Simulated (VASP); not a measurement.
A run of VASP 6.6.1:

INCAR

```
SYSTEM = Be
PREC = Accurate
ENCUT = 600
EDIFF = 1E-6
ISMEAR = 0
SIGMA = 0.1
LREAL = .False.
LASPH = .True.
NELM = 80
ALGO = Normal
ISIF = 3
LWAVE = .False.
LCHARG = .False.
GGA = PE
IBRION = 2
NSW = 90
EDIFFG = -0.02
```

File KPOINTS:

```
Automatic mesh
0
Gamma
  18 18 10
  0 0 0
```

The input POSCAR:

```
Be
1.0
    2.2853000000      0.0000000000      0.0000000000
   -1.1426500000      1.9791278553      0.0000000000
    0.0000000000      0.0000000000      3.5842000000
Be
2
Direct
    0.3333333333      0.6666666667      0.2500000000
    0.6666666667      0.3333333333      0.7500000000
```

Potentials or basis: VASP PAW PBE potentials, release 64 (Be).

The run is started by

```bash
$ cat potpaw_PBE.64/Be/POTCAR > POTCAR
$ mpirun -np 1 vasp_std > vasp.out
```

Hardware: 1 thread of Intel(R) Xeon(R) Platinum 8488C (Sapphire Rapids) (shared host).

Task: How long does it take, and how much memory?

Result: Run time: 15 s on 1 thread of Intel(R) Xeon(R) Platinum 8488C (Sapphire Rapids) (shared host), peak memory 0.14 GiB. Counts: scf iterations 15, k points 222, ion steps 3.
